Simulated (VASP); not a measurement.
Write the native input for VASP 6.6.1 that does the following.

```yaml
Task: single point
Functional: HSE06
Potentials_or_basis: VASP PAW PBE potentials, release 64 (Be, Br, O)
Cutoff: 520 eV
k_mesh: 3 × 3 × 2
Occupations: gaussian, width 0.2384 eV
Spin: no spin polarisation
Dipole_correction: no
Grid_for_exact_exchange_PRECFOCK: Fast
Further_INCAR_settings: ALGO = Normal; EDIFF = 1e-07; NBANDS = 24
Screening_parameter: 0.2079 1/Å
```

The system is BeBrO.

```
CELL_PARAMETERS angstrom
3.56468 0.00000 0.00000
0.00000 3.56468 0.00000
0.00000 0.00000 6.84289
ATOMIC_POSITIONS crystal
Be 0.00000 0.50000 0.17890
Be 0.50000 0.00000 0.82110
Br 0.00000 0.50000 0.61830
Br 0.50000 0.00000 0.38170
O 0.00000 0.00000 0.00000
O 0.50000 0.50000 0.00000
```

One way to write it, as run:

POSCAR

```
BeBrO
1.0
    3.5646780000      0.0000000000      0.0000000000
    0.0000000000      3.5646780000      0.0000000000
    0.0000000000      0.0000000000      6.8428930000
Be Br O
2 2 2
Direct
    0.0000000000      0.5000000000      0.1789000000
    0.5000000000      0.0000000000      0.8211000000
    0.0000000000      0.5000000000      0.6183000000
    0.5000000000      0.0000000000      0.3817000000
    0.0000000000      0.0000000000      0.0000000000
    0.5000000000      0.5000000000      0.0000000000
```

INCAR.step1

```
  PREC = Accurate
  ENCUT = 520
  EDIFF = 1E-5
  ISMEAR = 0
  SIGMA = 0.2384
  LREAL = False
  LASPH = True
  NELM = 100
  ALGO = Normal
  ISIF = 2
  LWAVE = True
  LCHARG = False
  GGA = PE
  NBANDS = 24
```

INCAR.step2

```
  PREC = Accurate
  ENCUT = 520
  EDIFF = 1E-7
  ISMEAR = 0
  SIGMA = 0.2384
  LREAL = False
  LASPH = True
  NELM = 100
  ALGO = Normal
  ISIF = 2
  LWAVE = False
  LCHARG = False
  GGA = PE
  LHFCALC = True
  HFSCREEN = 0.2079
  PRECFOCK = Fast
  ISTART = 1
  NBANDS = 24
```

KPOINTS

```
regular mesh
0
Gamma
  3 3 2
```

Potentials or basis: VASP PAW PBE potentials, release 64 (Be, Br, O).

Command:

```bash
$ cat potpaw_PBE.64/Be/POTCAR potpaw_PBE.64/Br/POTCAR potpaw_PBE.64/O/POTCAR > POTCAR
$ cp INCAR.step1 INCAR
$ mpirun -np 1 vasp_std > vasp.out
$ cp INCAR.step2 INCAR
$ mpirun -np 1 vasp_std > vasp.out
```

It gave:

| Item | Value |
| --- | --- |
| Pressure | -12.4 GPa |
| Largest force | 3.546 eV/Å |
| Band gap on the k mesh | zero (band 15 reaches 2.44 eV, above the bottom of band 16 at 1.94 eV) |

Caveat: the k points lie up to 0.59 Å⁻¹ apart; the PAW data sets were made with another functional, which shifts forces and pressure a little.

Run time: 3.3 min on 1 thread of AMD EPYC 7R43 64-Core Processor (Zen 3), on a shared host, peak memory 0.27 GiB.
